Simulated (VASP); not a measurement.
# NiCl4 (Cmmm) in VASP: settings compared, part 2 of 2

VASP 6.6.1. The steps go on from the part before.

### 3 Single point, LDA

File INCAR:

```
SYSTEM = NiCl4
PREC = Accurate
ENCUT = 520
EDIFF = 1E-6
ISMEAR = -1
SIGMA = 0.1
LREAL = .False.
LASPH = .True.
NELM = 100
ALGO = Normal
ISIF = 2
LWAVE = .False.
LCHARG = .False.
NBANDS = 27
```

File KPOINTS:

```
regular mesh
0
Gamma
  3 3 5
  0 0 0
```

File POSCAR:

```
NiCl4
1.0
    3.9683770000      4.1670710000      0.0000000000
    3.9683770000     -4.1670710000      0.0000000000
    0.0000000000      0.0000000000     -3.5634810000
Cl Ni
4 1
Direct
    0.1894000000      0.8106000000      0.5000000000
    0.8106000000      0.1894000000      0.5000000000
    0.2852000000      0.2852000000      0.0000000000
    0.7148000000      0.7148000000      0.0000000000
    0.0000000000      0.0000000000      0.0000000000
```

Potentials or basis: VASP PAW LDA potentials, release 64 (Cl, Ni).

The run is started by

```console
$ cat potpaw_LDA.64/Cl/POTCAR potpaw_LDA.64/Ni/POTCAR > POTCAR
$ mpirun -np 1 vasp_std > vasp.out
```

OUTCAR:

```text
SYSTEM = NiCl4
   PREC = Accurate
   ENCUT = 520
   EDIFF = 1E-6
   ISMEAR = -1
   LREAL = .False.
   LASPH = .True.
   NELM = 100
   ISIF = 2

 ion  position               nearest neighbor table
   1  0.189  0.811  0.500-   5 2.38   5 2.38
   2  0.811  0.189  0.500-   5 2.38   5 2.38
   3  0.285  0.285  0.000-   5 2.26
   4  0.715  0.715  0.000-   5 2.26
   5  0.000  0.000  0.000-   3 2.26   4 2.26   1 2.38   2 2.38   1 2.38   2 2.38

  LATTYP: Found a base centered orthorhombic cell.
 ALAT       =     7.9367540000
 B/A-ratio  =     1.0500693357
 C/A-ratio  =     0.4489846857

  Lattice vectors:

 A1 = (   3.9683770000,   4.1670710000,   0.0000000000)
 A2 = (   3.9683770000,  -4.1670710000,   0.0000000000)
 A3 = (   0.0000000000,   0.0000000000,  -3.5634810000)

Analysis of symmetry for initial positions (statically):
=====================================================================
 Subroutine PRICEL returns:
 Original cell was already a primitive cell.

 Routine SETGRP: Setting up the symmetry group for a
 base centered orthorhombic supercell.

 Subroutine GETGRP returns: Found  8 space group operations
 (whereof  8 operations were pure point group operations)
 out of a pool of  8 trial point group operations.

The static configuration has the point symmetry D_2h.

Analysis of symmetry for dynamics (positions and initial velocities):
=====================================================================
 Subroutine PRICEL returns:
 Original cell was already a primitive cell.

 Routine SETGRP: Setting up the symmetry group for a
 base centered orthorhombic supercell.

 Subroutine GETGRP returns: Found  8 space group operations
[... 110 lines left out ...]
   EFERMI =   0.00;   METHOD = LEGACY
   ISMEAR =    -1;   SIGMA  =   0.10  broadening in eV -4-tet -1-fermi 0-gaus
   EFERMI_NEDOS =   21; number of points for ismear=-14 and -15
   IALGO  =     38    algorithm
   IMIX   =      4    mixing-type and parameters
     AMIX     =   0.40;   BMIX     =  1.00
     AMIX_MAG =   1.60;   BMIX_MAG =  1.00
  volume/ion in A,a.u.               =      23.57       159.07
  Fermi-wavevector in a.u.,A,eV,Ry     =   1.122587  2.121381 17.146078  1.260201
  Thomas-Fermi vector in A             =   2.259248
   LORBIT       =      0    0 simple, 1 ext, 2 COOP (PROOUT), +10 PAW based schemes
   GGA     = CA    functional components
   LHFCALC =     F    Hartree Fock is set to
   AEXX    =    0.0000 exact exchange contribution
   IVDW    =     0    specifies the selected vdW correction
   LEPSILON=     F    determine dielectric tensor
   LRPA    =     F    only Hartree local field effects (RPA)
 non-spin polarized calculation
  energy-cutoff  :      520.00
  volume of cell :      117.86
 maximum number of plane-waves:      3201
 NGX is ok and might be reduce to    48
   NGX = 21   NGY = 21   NGZ = 13

 number of electron      38.0000017 magnetization

 Free energy of the ion-electron system (eV)
  ---------------------------------------------------
  ext. energy  EPLUGINS =         0.00000000
  ---------------------------------------------------
  free energy    TOTEN  =       -16.57554984 eV

  energy without entropy =      -16.38217575  energy(sigma->0) =      -16.47886280

 E-fermi :   0.4948     XC(G=0):  -9.2224

 val. band max:        0.4694610996   @ k =  -0.3333   0.3333   0.2000
 cond. band min:       0.4996644361   @ k =   0.3333   0.3333   0.0000
 fundamental gap:      0.0302033365
 Fermi energy:         0.4947707583

 k-point     1 :       0.0000    0.0000    0.0000
  band No.  band energies     occupation
      1     -14.3625      2.00000
      2     -13.4978      2.00000
      3     -12.8157      2.00000
      4     -12.7318      2.00000
      5      -4.4159      2.00000
      6      -3.1827      2.00000
[... 349 lines left out ...]
     26      10.0883      0.00000
     27      10.5910      0.00000

------------------------ aborting loop because EDIFF is reached ----------------------------------------

  FORCE on cell =-STRESS in cart. coord.  units (eV):
  Direction    XX          YY          ZZ          XY          YZ          ZX
  --------------------------------------------------------------------------------------
  -------------------------------------------------------------------------------------
  Total       -6.5795566     -5.0851807     -7.5041180      0.0000000      0.0000000      0.0000000
  in kB      -89.4455919    -69.1303425   -102.0145154      0.0000000      0.0000000      0.0000000
  external PRESSURE =     -86.8634833 kB  Pullay stress =       0.0000000 kB

 VOLUME and BASIS-vectors are now :
 -----------------------------------------------------------------------------
  energy-cutoff  :      520.00
  volume of cell :      117.86
      direct lattice vectors                 reciprocal lattice vectors
     3.968377000  4.167071000  0.000000000     0.125996094  0.119988356  0.000000000
     3.968377000 -4.167071000  0.000000000     0.125996094 -0.119988356  0.000000000
     0.000000000  0.000000000 -3.563481000     0.000000000  0.000000000 -0.280624479

 POSITION                                       TOTAL-FORCE (eV/Angst)
 -----------------------------------------------------------------------------------
      3.96838     -2.58858     -1.78174         0.000000     -1.049030      0.000000
      3.96838      2.58858     -1.78174         0.000000      1.049030      0.000000
      2.26356      0.00000      0.00000        -0.943981      0.000000      0.000000
      5.67319      0.00000      0.00000         0.943981      0.000000      0.000000
      0.00000      0.00000      0.00000         0.000000      0.000000      0.000000
 -----------------------------------------------------------------------------------
    total drift:                                0.000000      0.000000      0.000000

  FREE ENERGIE OF THE ION-ELECTRON SYSTEM (eV)
  ---------------------------------------------------
  free  energy   TOTEN  =       -16.5755498391 eV

  energy  without entropy=      -16.3821757519  energy(sigma->0) =      -16.47886280
```

Run time: 95 s. Hardware: 1 thread of Intel Xeon 8259CL, shared host; peak memory 0.21 GiB.

What came out:

| Quantity | Value |
| --- | --- |
| Free energy | -16.5755 eV |
| Pressure | -8.7 GPa |
| Largest force | 1.049 eV/Å |
| Band gap on the k mesh | zero (bands 19 and 20 overlap by 0.10 eV) |

Forces in eV/Å, atoms in the order of the input:
```
Cl   0.000 -1.049  0.000
Cl   0.000  1.049  0.000
Cl  -0.944  0.000  0.000
Cl   0.944  0.000  0.000
Ni   0.000  0.000  0.000
```

Levels at points of the mesh, in eV from the Fermi level:
| k point | band 17 | band 18 | band 19 | band 20 | band 21 | band 22 |
| --- | --- | --- | --- | --- | --- | --- |
| (0.00, 0.00, 0.00) | -0.13 | 0.03 | 0.08 | 0.38 | 0.57 | 5.67 |

Caveat: the k points lie up to 0.36 Å⁻¹ apart; the run has no spin polarisation, though such a crystal can be magnetic; semilocal functionals often make such compounds metallic where correlation or magnetic order opens a gap, which also shifts bond lengths; forces of over 1 eV/Å act on the atoms, so gaps and moduli don't describe the material at rest.

### 4 Single point, PBEsol

File INCAR:

```
SYSTEM = NiCl4
ALGO     = Normal         ! electronic algorithm
EDIFF    = 1E-6           ! SCF threshold, eV
ENCUT    = 520            ! plane-wave cutoff, eV
GGA      = PS             ! functional
ISIF     = 2              ! what is computed and relaxed
ISMEAR   = -1             ! smearing method
LASPH    = .True.         ! aspherical terms in the spheres
LCHARG   = .False.        ! write CHGCAR
LREAL    = .False.        ! projectors in reciprocal space
LWAVE    = .False.        ! write WAVECAR
NBANDS   = 27             ! bands
NELM     = 100            ! most SCF steps
PREC     = Accurate       ! precision mode
SIGMA    = 0.1            ! smearing width, eV
```

File KPOINTS:

```
k-points
0
Gamma
  3 3 5
  0 0 0
```

POSCAR is that of step 3.

Potentials or basis: VASP PAW PBE potentials, release 64 (Cl, Ni).

The run is started by

```console
$ cat potpaw_PBE.64/Cl/POTCAR potpaw_PBE.64/Ni/POTCAR > POTCAR
$ mpirun -np 1 vasp_std > vasp.out
```

Wall time 1.7 min (1 thread of Intel Xeon 8259CL, shared host); peak memory 0.24 GiB.

Results (log left out):

| Item | Value |
| --- | --- |
| Free energy | -15.2129 eV |
| Pressure | -6.4 GPa |
| Largest force | 0.923 eV/Å |
| Band gap on the k mesh | zero (bands 19 and 20 overlap by 0.08 eV) |

Forces on the atoms (eV/Å):
```
Cl   0.000 -0.923  0.000
Cl   0.000  0.923  0.000
Cl  -0.830  0.000  0.000
Cl   0.830  0.000  0.000
Ni   0.000  0.000  0.000
```

Stress tensor (GPa, compression positive):
```
-6.57  0.00  0.00
 0.00 -4.76  0.00
 0.00  0.00 -7.95
```

Levels at points of the mesh, in eV from the Fermi level:
| k point | band 17 | band 18 | band 19 | band 20 | band 21 | band 22 |
| --- | --- | --- | --- | --- | --- | --- |
| (0.00, 0.00, 0.00) | -0.14 | 0.01 | 0.07 | 0.38 | 0.59 | 5.80 |

Caveat: the k points lie up to 0.36 Å⁻¹ apart; the PAW data sets were made with another functional, which shifts forces and pressure a little; the run has no spin polarisation, though such a crystal can be magnetic; semilocal functionals often make such compounds metallic where correlation or magnetic order opens a gap, which also shifts bond lengths.

### 5 Single point, PBE

File INCAR:

```
SYSTEM = NiCl4
PREC = Accurate ; ENCUT = 520
EDIFF = 1E-6 ; ISMEAR = -1
SIGMA = 0.1 ; LREAL = .False.
LASPH = .True. ; NELM = 60
ALGO = Normal ; ISIF = 2
LWAVE = .False. ; LCHARG = .True.
GGA = PE ; LELF = .True.
LVHAR = .True. ; NBANDS = 27
```

File KPOINTS:

```
Automatic mesh
0
Gamma
  3 3 5
  0 0 0
```

POSCAR is that of step 4.

Potentials or basis: VASP PAW PBE potentials, release 64 (Cl, Ni).

The run is started by

```console
$ cat potpaw_PBE.64/Cl/POTCAR potpaw_PBE.64/Ni/POTCAR > POTCAR
$ mpirun -np 1 vasp_std > vasp.out
```

OUTCAR:

```text
SYSTEM = NiCl4
   PREC = Accurate
   ENCUT = 520
   EDIFF = 1E-6
   ISMEAR = -1
   LREAL = .False.
   LASPH = .True.
   NELM = 60
   ISIF = 2
   GGA = PE

 ion  position               nearest neighbor table
   1  0.189  0.811  0.500-   5 2.38   5 2.38
   2  0.811  0.189  0.500-   5 2.38   5 2.38
   3  0.285  0.285  0.000-   5 2.26
   4  0.715  0.715  0.000-   5 2.26
   5  0.000  0.000  0.000-   3 2.26   4 2.26   1 2.38   2 2.38   1 2.38   2 2.38

  LATTYP: Found a base centered orthorhombic cell.
 ALAT       =     7.9367540000
 B/A-ratio  =     1.0500693357
 C/A-ratio  =     0.4489846857

  Lattice vectors:

 A1 = (   3.9683770000,   4.1670710000,   0.0000000000)
 A2 = (   3.9683770000,  -4.1670710000,   0.0000000000)
 A3 = (   0.0000000000,   0.0000000000,  -3.5634810000)

Analysis of symmetry for initial positions (statically):
=====================================================================
 Subroutine PRICEL returns:
 Original cell was already a primitive cell.

 Routine SETGRP: Setting up the symmetry group for a
 base centered orthorhombic supercell.

 Subroutine GETGRP returns: Found  8 space group operations
 (whereof  8 operations were pure point group operations)
 out of a pool of  8 trial point group operations.

The static configuration has the point symmetry D_2h.

Analysis of symmetry for dynamics (positions and initial velocities):
=====================================================================
 Subroutine PRICEL returns:
 Original cell was already a primitive cell.

 Routine SETGRP: Setting up the symmetry group for a
 base centered orthorhombic supercell.

 Subroutine GETGRP returns: Found  8 space group operations
 (whereof  8 operations were pure point group operations)
 out of a pool of  8 trial point group operations.

The dynamic configuration has the point symmetry D_2h.

[... 108 lines left out ...]
   IALGO  =     38    algorithm
   IMIX   =      4    mixing-type and parameters
     AMIX     =   0.40;   BMIX     =  1.00
     AMIX_MAG =   1.60;   BMIX_MAG =  1.00
  volume/ion in A,a.u.               =      23.57       159.07
  Fermi-wavevector in a.u.,A,eV,Ry     =   1.122587  2.121381 17.146078  1.260201
  Thomas-Fermi vector in A             =   2.259248
   LORBIT       =      0    0 simple, 1 ext, 2 COOP (PROOUT), +10 PAW based schemes
   GGA     = PE    functional components
   LHFCALC =     F    Hartree Fock is set to
   AEXX    =    0.0000 exact exchange contribution
   IVDW    =     0    specifies the selected vdW correction
   LEPSILON=     F    determine dielectric tensor
   LRPA    =     F    only Hartree local field effects (RPA)
 non-spin polarized calculation
  energy-cutoff  :      520.00
  volume of cell :      117.86
 maximum number of plane-waves:      3201
 NGX is ok and might be reduce to    48
   NGX = 21   NGY = 21   NGZ = 13

 number of electron      38.0000017 magnetization

 Free energy of the ion-electron system (eV)
  ---------------------------------------------------
  ext. energy  EPLUGINS =         0.00000000
  ---------------------------------------------------
  free energy    TOTEN  =       -13.95965969 eV

  energy without entropy =      -13.77474329  energy(sigma->0) =      -13.86720149

 E-fermi :   0.6956     XC(G=0):  -8.7087

 val. band max:        0.6942272967   @ k =   0.0000   0.0000   0.0000
 cond. band min:       0.7020289224   @ k =  -0.3333   0.3333   0.2000
 fundamental gap:      0.0078016257
 Fermi energy:         0.6956143516

 k-point     1 :       0.0000    0.0000    0.0000
  band No.  band energies     occupation
      1     -14.2612      2.00000
      2     -13.4423      2.00000
      3     -12.7018      2.00000
      4     -12.6359      2.00000
      5      -4.1573      2.00000
      6      -2.9612      2.00000
[... 349 lines left out ...]
     26      10.5428      0.00000
     27      11.0282      0.00000

------------------------ aborting loop because EDIFF is reached ----------------------------------------

  FORCE on cell =-STRESS in cart. coord.  units (eV):
  Direction    XX          YY          ZZ          XY          YZ          ZX
  --------------------------------------------------------------------------------------
  -------------------------------------------------------------------------------------
  Total       -2.6616073     -1.6382789     -3.6991947      0.0000000      0.0000000      0.0000000
  in kB      -36.1831430    -22.2715347    -50.2885949      0.0000000      0.0000000      0.0000000
  external PRESSURE =     -36.2477575 kB  Pullay stress =       0.0000000 kB

 VOLUME and BASIS-vectors are now :
 -----------------------------------------------------------------------------
  energy-cutoff  :      520.00
  volume of cell :      117.86
      direct lattice vectors                 reciprocal lattice vectors
     3.968377000  4.167071000  0.000000000     0.125996094  0.119988356  0.000000000
     3.968377000 -4.167071000  0.000000000     0.125996094 -0.119988356  0.000000000
     0.000000000  0.000000000 -3.563481000     0.000000000  0.000000000 -0.280624479

 POSITION                                       TOTAL-FORCE (eV/Angst)
 -----------------------------------------------------------------------------------
      3.96838     -2.58858     -1.78174         0.000000     -0.670597     -0.000000
      3.96838      2.58858     -1.78174         0.000000      0.670597      0.000000
      2.26356      0.00000      0.00000        -0.594837      0.000000      0.000000
      5.67319      0.00000      0.00000         0.594837      0.000000      0.000000
      0.00000      0.00000      0.00000         0.000000      0.000000      0.000000
 -----------------------------------------------------------------------------------
    total drift:                               -0.000000      0.000000      0.000000

  FREE ENERGIE OF THE ION-ELECTRON SYSTEM (eV)
  ---------------------------------------------------
  free  energy   TOTEN  =       -13.9596596891 eV

  energy  without entropy=      -13.7747432870  energy(sigma->0) =      -13.86720149
```

OSZICAR:

```text
N       E                     dE             d eps       ncg     rms          rms(c)
DAV:   1     0.309102869223E+03    0.30910E+03   -0.16475E+04   648   0.130E+03
DAV:   2     0.178000662092E+02   -0.29130E+03   -0.27682E+03   742   0.288E+02
DAV:   3    -0.192640604174E+02   -0.37064E+02   -0.36429E+02   786   0.116E+02
[... 14 lines left out ...]
DAV:  18    -0.139597516832E+02    0.57443E-03   -0.74490E-04   921   0.489E-01    0.124E-01
DAV:  19    -0.139596705541E+02    0.81129E-04   -0.13085E-04   943   0.154E-01    0.446E-02
DAV:  20    -0.139596631982E+02    0.73559E-05   -0.76877E-05  1018   0.782E-02    0.267E-02
DAV:  21    -0.139596599519E+02    0.32463E-05   -0.12127E-05   892   0.303E-02    0.589E-03
DAV:  22    -0.139596596891E+02    0.26286E-06   -0.50830E-07   427   0.481E-03
   1 F= -.13959660E+02 E0= -.13867201E+02  d E =-.184916E+00
```

It took 1.7 min on 1 thread of Intel Xeon 8259CL, shared host; peak memory 0.24 GiB.

What came out:

* Free energy: -13.9597 eV
* Pressure: -3.6 GPa
* Largest force: 0.671 eV/Å
* Band gap on the k mesh: zero (bands 19 and 20 overlap by 0.05 eV)

Forces on the atoms (eV/Å):
```
Cl   0.000 -0.671  0.000
Cl   0.000  0.671  0.000
Cl  -0.595  0.000  0.000
Cl   0.595  0.000  0.000
Ni   0.000  0.000  0.000
```

Stress tensor (GPa, compression positive):
```
-3.62  0.00  0.00
 0.00 -2.23  0.00
 0.00  0.00 -5.03
```

Levels at points of the mesh, in eV from the Fermi level:
```
           k point  band 15  band 16  band 17  band 18  band 19  band 20  band 21  band 22  band 23  band 24
(0.00, 0.00, 0.00)    -0.44    -0.32    -0.14     0.00     0.06     0.37     0.60     5.95     7.27     8.05
```

Caveat: the k points lie up to 0.36 Å⁻¹ apart; the run has no spin polarisation, though such a crystal can be magnetic; semilocal functionals often make such compounds metallic where correlation or magnetic order opens a gap, which also shifts bond lengths. With open d or f shells a metallic result of PBE can be an artefact of self-interaction; +U or a hybrid may open a gap.

### 6 The runs side by side

| level | potentials or basis | gap on the mesh (eV) | pressure (GPa) | largest force (eV/Å) |
| --- | --- | --- | --- | --- |
| PBE | VASP PAW PBE potentials, release 64 (Cl, Ni) | none | -3.6 | 0.67 |
| LDA | VASP PAW LDA potentials, release 64 (Cl, Ni) | none | -8.7 | 1.05 |
| PBEsol | VASP PAW PBE potentials, release 64 (Cl, Ni) | none | -6.4 | 0.92 |

Alike in all rows: task single point; no spin polarisation; cell as given; k mesh 3 × 3 × 5; cutoff (eV) 520; smearing fermi-dirac 0.1 eV.

Caveats: all runs use coarse meshes; the run has no spin polarisation, though such a crystal can be magnetic; semilocal functionals often make such compounds metallic where correlation or magnetic order opens a gap, which also shifts bond lengths; forces of over 1 eV/Å act on the atoms, so gaps and moduli don't describe the material at rest (at least some runs); the PAW data sets were made with another functional, which shifts forces and pressure a little (at least some runs).

Total energies depend on the potentials used, so only differences within one code and one set of settings carry meaning.

The gap in the log of VASP goes by the Fermi energy; the results here count the filled bands.